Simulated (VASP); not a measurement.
# Au (a cell with a defect) in VASP: single point with LDA

Aim: the single point of Au (a cell with a defect) with LDA.

Program: VASP 6.6.1. These are calculated values, not measurements. Logs are shortened: lines on timing, memory, paths and dates and some standing lists are left out, and cuts for length are marked.

## Step 1: The cell of the first run

The cell holds a defect, 26 atoms: a = 8.588 Å, b = 8.588 Å, c = 8.588 Å, α = 60.00°, β = 60.00°, γ = 60.00°.

## Step 2: Single point, LDA (atoms taken out, then relaxed in part)

The input, INCAR:

```
PREC = Accurate
ENCUT = 520
EDIFF = 1E-6
ISMEAR = 0
SIGMA = 0.1
LREAL = Auto
LASPH = T
NELM = 60
ALGO = Normal
ISIF = 2
LWAVE = F
LCHARG = F
NBANDS = 162
```

The input, KPOINTS:

```
Automatic mesh
0
Gamma
  4 4 4
```

The input, POSCAR:

```
Au
1.0
   -6.0729505978     -6.0729505978      0.0000000000
    0.0000000000     -6.0729505978      6.0729505978
   -6.0729505978      0.0000000000      6.0729505978
Au
26
Direct
    0.3394356204      0.0000000000      0.0000000000
   -0.0061022871      0.0000000000      0.0000000000
    0.6666666667      0.3272310463      0.0000000000
    0.3394356204      0.3272310463      0.0000000000
   -0.0001811929      0.3331521405      0.0005435786
    0.6666666667      0.6727689537      0.0000000000
    0.3335145262      0.6668478595     -0.0005435786
   -0.0061022871      0.6727689537      0.0000000000
    0.6666666667      0.0000000000      0.3272310463
    0.3394356204      0.0000000000      0.3272310463
   -0.0001811929      0.0005435786      0.3331521405
    0.6672102453      0.3331521405      0.3331521405
    0.3340135135      0.3326531531      0.3326531531
   -0.0001811929      0.3331521405      0.3331521405
    0.6666666667      0.6727689537      0.3272310463
    0.3340135135      0.6673468469      0.3326531531
    0.9993198198      0.6673468469      0.3326531531
    0.6666666667      0.0000000000      0.6727689537
    0.3335145262     -0.0005435786      0.6668478595
   -0.0061022871      0.0000000000      0.6727689537
    0.6666666667      0.3272310463      0.6727689537
    0.3340135135      0.3326531531      0.6673468469
    0.9993198198      0.3326531531      0.6673468469
    0.6661230881      0.6668478595      0.6668478595
    0.3335145262      0.6668478595      0.6668478595
   -0.0006801802      0.6673468469      0.6673468469
```

Potentials or basis: VASP PAW LDA potentials, release 64 (Au).

Command:

```
cat potpaw_LDA.64/Au/POTCAR > POTCAR
mpirun -np 1 vasp_std > vasp.out
```

OUTCAR:

```text
PREC = Accurate
   ENCUT = 520
   EDIFF = 1E-6
   ISMEAR = 0
   LREAL = Auto
   LASPH = T
   NELM = 60
   ISIF = 2

 ion  position               nearest neighbor table
   1  0.339  0.000  0.000-   4 2.81   6 2.81  10 2.81  18 2.81  16 2.86  22 2.86   7 2.89   5 2.89
                            19 2.89  11 2.89   2 2.97
   2  0.994  0.000  0.000-   3 2.81   9 2.81   8 2.81  20 2.81  17 2.86  23 2.86   5 2.89  19 2.89
                             7 2.89  11 2.89   1 2.97
   3  0.667  0.327  0.000-   2 2.81   4 2.81   9 2.81  21 2.81  23 2.86  13 2.86   5 2.89  24 2.89
                             7 2.89  12 2.89   6 2.97
   4  0.339  0.327  0.000-   1 2.81   3 2.81  10 2.81  21 2.81  13 2.86  22 2.86   7 2.89  25 2.89
                            14 2.89   5 2.89   8 2.97
   5  1.000  0.333  0.001-  12 2.86  11 2.86  14 2.86  22 2.87  23 2.87  26 2.87   3 2.89   6 2.89
                             8 2.89   2 2.89   1 2.89   4 2.89
   6  0.667  0.673  0.000-   8 2.81   1 2.81  15 2.81  18 2.81  26 2.86  16 2.86   5 2.89  12 2.89
                            24 2.89   7 2.89   3 2.97
   7  0.334  0.667  0.999-  19 2.86  25 2.86  24 2.86  17 2.87  16 2.87  13 2.87   4 2.89   3 2.89
                             2 2.89   8 2.89   1 2.89   6 2.89
   8  0.994  0.673  0.000-   6 2.81  15 2.81   2 2.81  20 2.81  26 2.86  17 2.86   5 2.89  14 2.89
                            25 2.89   7 2.89   4 2.97
   9  0.667  0.000  0.327-   2 2.81   3 2.81  10 2.81  15 2.81  17 2.86  13 2.86  11 2.89  24 2.89
[... 21 lines left out ...]
  20  0.994  0.000  0.673-  18 2.81  21 2.81   2 2.81   8 2.81  26 2.86  23 2.86  11 2.89  14 2.89
                            25 2.89  19 2.89  10 2.97
  21  0.667  0.327  0.673-  20 2.81   4 2.81  18 2.81   3 2.81  23 2.86  22 2.86  14 2.89  24 2.89
                            12 2.89  25 2.89  15 2.97
  22  0.334  0.333  0.667-   1 2.86   4 2.86  18 2.86  21 2.86  19 2.87   5 2.87  25 2.87  12 2.87
                            23 2.87  26 2.87  13 2.87  16 2.87
  23  0.999  0.333  0.667-   3 2.86  21 2.86   2 2.86  20 2.86   5 2.87  19 2.87  24 2.87  14 2.87
                            22 2.87  13 2.87  17 2.87  26 2.87
  24  0.666  0.667  0.667-   7 2.86  19 2.86  25 2.86  23 2.87  17 2.87  26 2.87  21 2.89  15 2.89
                             9 2.89   3 2.89  18 2.89   6 2.89
  25  0.334  0.667  0.667-   7 2.86  19 2.86  24 2.86  26 2.87  16 2.87  22 2.87  10 2.89   4 2.89
                            21 2.89  15 2.89   8 2.89  20 2.89
  26  0.999  0.667  0.667-   8 2.86  20 2.86  18 2.86   6 2.86  25 2.87  11 2.87   5 2.87  24 2.87
                            16 2.87  22 2.87  17 2.87  23 2.87

  LATTYP: Found a face centered cubic cell.
 ALAT       =    12.1459011956

  Lattice vectors:

 A1 = (  -6.0729505978,  -6.0729505978,   0.0000000000)
 A2 = (   0.0000000000,  -6.0729505978,   6.0729505978)
 A3 = (  -6.0729505978,   0.0000000000,   6.0729505978)

Analysis of symmetry for initial positions (statically):
=====================================================================
 Subroutine PRICEL returns:
 Original cell was already a primitive cell.

 Routine SETGRP: Setting up the symmetry group for a
[... 169 lines left out ...]
   EFERMI_NEDOS =   21; number of points for ismear=-14 and -15
   IALGO  =     38    algorithm
   IMIX   =      4    mixing-type and parameters
     AMIX     =   0.40;   BMIX     =  1.00
     AMIX_MAG =   1.60;   BMIX_MAG =  1.00
  volume/ion in A,a.u.               =      17.23       116.27
  Fermi-wavevector in a.u.,A,eV,Ry     =   1.409680  2.663908 27.037453  1.987197
  Thomas-Fermi vector in A             =   2.531711
   LORBIT       =      0    0 simple, 1 ext, 2 COOP (PROOUT), +10 PAW based schemes
   GGA     = CA    functional components
   LHFCALC =     F    Hartree Fock is set to
   AEXX    =    0.0000 exact exchange contribution
   IVDW    =     0    specifies the selected vdW correction
   LEPSILON=     F    determine dielectric tensor
   LRPA    =     F    only Hartree local field effects (RPA)
 non-spin polarized calculation
 Gauss-broadening in eV      SIGMA  =   0.10
  energy-cutoff  :      520.00
  volume of cell :      447.95
 maximum number of plane-waves:     12150
   NGX = 31   NGY = 31   NGZ = 31

 number of electron     286.0000006 magnetization

 Free energy of the ion-electron system (eV)
  ---------------------------------------------------
  ext. energy  EPLUGINS =         0.00000000
  ---------------------------------------------------
  free energy    TOTEN  =      -114.73581832 eV

  energy without entropy =     -114.66042683  energy(sigma->0) =     -114.69812258

 E-fermi :   9.0832     XC(G=0): -12.8781

 val. band max:        9.0802294864   @ k =   0.5000   0.2500   0.0000
 cond. band min:       9.1251728243   @ k =   0.5000   0.5000   0.0000
 fundamental gap:      0.0449433380
 Fermi energy:         9.0832360599

 k-point     1 :       0.0000    0.0000    0.0000
  band No.  band energies     occupation
      1      -0.8239      2.00000
      2       1.4428      2.00000
      3       1.4639      2.00000
      4       1.4639      2.00000
      5       1.4639      2.00000
      6       1.6249      2.00000
[... 1253 lines left out ...]
    154      11.4744      0.00000
    155      11.5275      0.00000
 [bands above 155 left out]

------------------------ aborting loop because EDIFF is reached ----------------------------------------

  FORCE on cell =-STRESS in cart. coord.  units (eV):
  Direction    XX          YY          ZZ          XY          YZ          ZX
  --------------------------------------------------------------------------------------
  -------------------------------------------------------------------------------------
  Total       -7.0579599     -7.0579599     -7.0579599      0.0000000      0.0000000     -0.0000000
  in kB      -25.2441369    -25.2441369    -25.2441369      0.0000000      0.0000000     -0.0000000
  external PRESSURE =     -25.2441369 kB  Pullay stress =       0.0000000 kB

 VOLUME and BASIS-vectors are now :
 -----------------------------------------------------------------------------
  energy-cutoff  :      520.00
  volume of cell :      447.95
      direct lattice vectors                 reciprocal lattice vectors
    -6.072950598 -6.072950598  0.000000000    -0.082332302 -0.082332302 -0.082332302
     0.000000000 -6.072950598  6.072950598     0.082332302 -0.082332302  0.082332302
    -6.072950598  0.000000000  6.072950598    -0.082332302  0.082332302  0.082332302

 POSITION                                       TOTAL-FORCE (eV/Angst)
 -----------------------------------------------------------------------------------
     -2.06138     -2.06138      0.00000        -0.004673     -0.004673      0.000000
     -6.03589     -6.03589      0.00000         0.004673      0.004673      0.000000
     -4.04863     -6.03589      1.98726        -0.000000      0.004673     -0.004673
     -2.06138     -4.04863      1.98726        -0.004673     -0.000000     -0.004673
     -6.07515     -8.09507      2.02652        -0.003706      0.003706      0.003706
     -4.04863     -8.13433      4.08569        -0.000000     -0.004673      0.004673
[... 18 lines left out ...]
     -6.07515     -6.07515      8.09947        -0.003706     -0.003706      0.003706
    -10.12158    -10.12158      8.10553        -0.000000     -0.000000      0.005344
 -----------------------------------------------------------------------------------
    total drift:                                0.000009      0.000008      0.000001

  FREE ENERGIE OF THE ION-ELECTRON SYSTEM (eV)
  ---------------------------------------------------
  free  energy   TOTEN  =      -114.7358183227 eV

  energy  without entropy=     -114.6604268306  energy(sigma->0) =     -114.69812258
```

OSZICAR:

```text
N       E                     dE             d eps       ncg     rms          rms(c)
DAV:   1     0.207716028917E+04    0.20772E+04   -0.14831E+05  2592   0.173E+03
DAV:   2    -0.313873312995E+02   -0.21085E+04   -0.20209E+04  2752   0.386E+02
DAV:   3    -0.121562046059E+03   -0.90175E+02   -0.86310E+02  2776   0.721E+01
DAV:   4    -0.123516822606E+03   -0.19548E+01   -0.19396E+01  2862   0.101E+01
DAV:   5    -0.123561609436E+03   -0.44787E-01   -0.44754E-01  2832   0.145E+00    0.502E+01
DAV:   6    -0.115391657315E+03    0.81700E+01   -0.23015E+01  2704   0.144E+01    0.313E+01
DAV:   7    -0.114829092695E+03    0.56256E+00   -0.28883E+00  2816   0.470E+00    0.112E+01
DAV:   8    -0.114738094800E+03    0.90998E-01   -0.37535E-01  2718   0.227E+00    0.136E+00
DAV:   9    -0.114735670934E+03    0.24239E-02   -0.11947E-02  2808   0.735E-01    0.328E-01
DAV:  10    -0.114735852346E+03   -0.18141E-03   -0.14691E-03  2790   0.137E-01    0.148E-01
DAV:  11    -0.114735818102E+03    0.34243E-04   -0.18839E-04  2792   0.851E-02    0.689E-02
DAV:  12    -0.114735818316E+03   -0.21353E-06   -0.23358E-05  2750   0.148E-02    0.639E-03
DAV:  13    -0.114735818323E+03   -0.67630E-08   -0.69706E-07  1512   0.506E-03
   1 F= -.11473582E+03 E0= -.11469812E+03  d E =-.753915E-01
```

Run time: 40 min. Hardware: 1 thread of Intel Xeon 8259CL, shared host; peak memory 0.66 GiB.

Results:

| Quantity | Value |
| --- | --- |
| Free energy | -114.7358 eV |
| Pressure | -2.5 GPa |
| Largest force | 0.007 eV/Å |
| Band gap on the k mesh | zero (bands 143 and 144 overlap by 2.40 eV) |

Forces in eV/Å, atoms in the order of the input:
```
Au  -0.005 -0.005  0.000
Au   0.005  0.005  0.000
Au   0.000  0.005 -0.005
Au  -0.005  0.000 -0.005
Au  -0.004  0.004  0.004
Au   0.000 -0.005  0.005
Au   0.004 -0.004 -0.004
Au   0.005  0.000  0.005
Au   0.005  0.000 -0.005
Au   0.000 -0.005 -0.005
Au   0.004 -0.004  0.004
Au  -0.004 -0.004 -0.004
Au   0.000  0.000 -0.005
Au   0.004  0.004 -0.004
Au   0.005 -0.005  0.000
Au   0.000 -0.005  0.000
Au   0.005  0.000  0.000
Au  -0.005  0.000  0.005
Au  -0.004  0.004 -0.004
Au   0.000  0.005  0.005
Au  -0.005  0.005  0.000
Au  -0.005  0.000  0.000
Au   0.000  0.005  0.000
Au   0.004  0.004  0.004
Au  -0.004 -0.004  0.004
Au   0.000  0.000  0.005
```

Levels at points of the mesh, in eV from the Fermi level:
```
           k point  band 141  band 142  band 143  band 144  band 145  band 146  band 147  band 148
(0.00, 0.00, 0.00)     -2.20     -2.20     -2.20     -2.17     -2.15      2.29      2.29      2.29
(0.50, 0.00, 0.00)     -0.38     -0.14     -0.11     -0.11     -0.06      1.19      1.19      1.27
(0.50, 0.50, 0.00)      0.12      0.13      0.13      0.27      0.69      0.69      0.76      0.77
```

Caveat: the cell differs from its parent crystal (atoms taken out, then relaxed in part); spin-orbit coupling is left out, which moves the levels of the heavy elements.

The gap in the log of VASP goes by the Fermi energy; the results here count the filled bands.